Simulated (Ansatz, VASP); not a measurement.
One calculation of ZnO, two programs

```
CELL_PARAMETERS angstrom
3.38661 0.00000 0.00000
-1.69330 2.93289 0.00000
0.00000 0.00000 7.23740
ATOMIC_POSITIONS crystal
Zn 0.00000 0.00000 0.75000
Zn 0.00000 0.00000 0.25000
O 0.33333 0.66667 0.25000
O 0.66667 0.33333 0.75000
```

Change from the starting cell: strain +0.030 along x and y, +0.015 along z, atoms carried along.

Alike in both runs: task single point; functional PBEsol; k mesh 9 × 9 × 4; occupations gaussian, width 0.05 eV; no spin polarisation.

|  | VASP | Ansatz |
| --- | --- | --- |
| version | VASP 6.6.1 | Ansatz 0.2.0 |
| potentials or method | VASP PAW PBE potentials, release 64 (Zn, O), cutoff 520 eV | scalar-relativistic, plane waves, PAW |
| valence electrons in the cell | 36 | 36 |

Ansatz gave:

| Item | Value |
| --- | --- |
| gap on the k mesh at the Fermi level (eV) | 0.72 |
| least direct gap on the mesh (eV) | 0.72 |
| pressure (GPa) | -10.4 |
| traceless stress, the component that is largest in VASP (GPa) | 9.66 |

Question: Estimate VASP's values.

Answer: gap on the k mesh at the Fermi level (eV): 0.72; least direct gap on the mesh (eV): 0.72; pressure (GPa): -10.0; traceless stress, the component that is largest in VASP (GPa): 9.10.

VASP's potentials were made for PBE, not for PBEsol. The functional is the same, so the differences come from potentials, cutoffs and numerics.
